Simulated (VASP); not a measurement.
SiB2Ir2:

```xyz
5
Lattice="0.0000 3.5205 0.0000 3.5205 0.0000 0.0000 1.7603 1.7603 -5.1027" Properties=species:S:1:pos:R:3 pbc="T T T"
Ir    1.7603    3.5205   -2.5514
Ir    3.5205    1.7603   -2.5514
B     1.7603    1.7603   -1.2757
B     3.5205    3.5205   -3.8270
Si    0.0000    0.0000    0.0000
```

* Program: VASP 6.6.1
* Task: relaxation of cell and atoms
* Functional: r2SCAN
* Potentials or basis: VASP PAW PBE potentials, release 64 (Ir, B, Si)
* Cutoff: 600 eV
* k mesh: 6 × 6 × 6
* Occupations: methfessel-paxton, width 0.0109 eV
* Spin: no spin polarisation

At the start: pressure 17.4 GPa; volume 12.65 Å³/atom.

Question: Where does the relaxation end?

Answer: Over 20 steps the energy falls by 783.1 meV/atom and the volume is 11.48 Å³/atom (-9.2 %); space group I4/mmm (No. 139, to 0.1 Å) before and after.

The path:
```tsv
step	energy change (eV)	largest force (eV/Å)	pressure (GPa)	volume (Å³)
1	0.0000	0.0708	17.43	63.24
2	-0.9116	1.2658	-29.27	75.61
3	-1.2273	1.1970	-17.89	70.93
4	-3.0442	1.8939	-10.57	62.97
5	-3.2169	2.7000	-7.40	61.01
6	-3.2432	2.9675	-5.49	60.15
7	-3.6114	0.2510	11.54	54.65
8	-3.6824	1.7696	5.39	56.02
9	-3.7518	1.9469	-5.67	58.39
10	-3.8221	0.2883	-1.92	57.42
11	-3.9132	0.2017	0.92	57.18
12	-3.9136	0.1996	1.16	57.15
13	-3.9136	0.2002	1.09	57.16
14	-3.9135	0.1516	-1.27	57.72
15	-3.9155	0.0179	-0.09	57.43
16	-3.9155	0.0142	-0.08	57.44
17	-3.9149	0.0738	-0.70	57.58
18	-3.9155	0.0106	-0.14	57.45
19	-3.9155	0.0252	0.15	57.40
20	-3.9155	0.0085	0.00	57.42
```

Final structure:
```
Ir B Si
1.0
     0.00000    3.91934    0.00000
     3.91934    0.00000    0.00000
     1.95967    1.95967   -3.73820
Ir B Si
2 2 1
Direct
  0.75000 0.25000 0.50000
  0.25000 0.75000 0.50000
  0.38854 0.38854 0.22292
  0.61146 0.61146 0.77708
  0.00000 0.00000 0.00000
```

Caveat: a cell axis changed by over 15 % at a fixed basis, so the end point is rough; the PAW data sets were made with another functional, which shifts forces and pressure a little.
